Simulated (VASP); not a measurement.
Co:

```
Co
1.0
     2.51902    0.00000    0.00000
    -1.25951    2.18153    0.00000
     0.00000    0.00000    8.24687
Co
4
Direct
  0.66667 0.33333 0.75000
  0.00000 0.00000 0.50000
  0.33333 0.66667 0.25000
  0.00000 0.00000 0.00000
```

Program: VASP 6.6.1. Alike in all runs: task single point; spin collinear, ferromagnetic start; cell as given; k mesh 12 × 12 × 4; cutoff (eV) 520; smearing fermi-dirac 0.05 eV.

Task: Order these runs on this cell by their pressure, lowest first.
A. level PBE+D3(BJ); potentials or basis VASP PAW PBE potentials, release 64 (Co)
B. level PBEsol; potentials or basis VASP PAW PBE potentials, release 64 (Co)
C. level PBE; potentials or basis VASP PAW PBE potentials, release 64 (Co)
D. level BLYP; potentials or basis VASP PAW PBE potentials, release 64 (Co)
E. level LDA; potentials or basis VASP PAW LDA potentials, release 64 (Co)

Result: E (-24.9 GPa), B (-17.0 GPa), A (-13.5 GPa), C (-7.7 GPa), D (0.9 GPa).

Caveats: the PAW data sets were made with another functional, which shifts forces and pressure a little (some runs); pairwise dispersion overbinds metals, which lowers pressure and volume (some runs).
